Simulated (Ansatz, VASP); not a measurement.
# SnSe in VASP and in Ansatz

```
Sn Se
1.0
     0.00000    3.00211    3.00211
     3.00211    0.00000    3.00211
     3.00211    3.00211    0.00000
Sn Se
1 1
Cartesian
  0.0000 0.0000 0.0000
  3.0021 3.0021 3.0021
```

Alike in both runs: task single point; functional PBE; k mesh 6 × 6 × 6; no spin polarisation.

|  | VASP | Ansatz |
| --- | --- | --- |
| version | VASP 6.6.1 | Ansatz 0.2.0 |
| potentials or method | VASP PAW PBE potentials, release 64 (Sn_d, Se) | plane waves |
| plane-wave cutoff (eV) | 520 | 420 |
| occupations | methfessel-paxton of order 1, width 0.086 eV | cold, width 0.2 eV |
| valence electrons in the cell | 20 | 30 |

```tsv
	VASP	Ansatz	Ansatz less VASP
gap on the k mesh at the Fermi level (eV)	0.61	0.61	-0.001
pressure (GPa)	1.0	1.0	+0.02
```

VASP's potentials hold 20 valence electrons a cell and Ansatz's 30, so a difference there can come from the potentials and not from the codes.
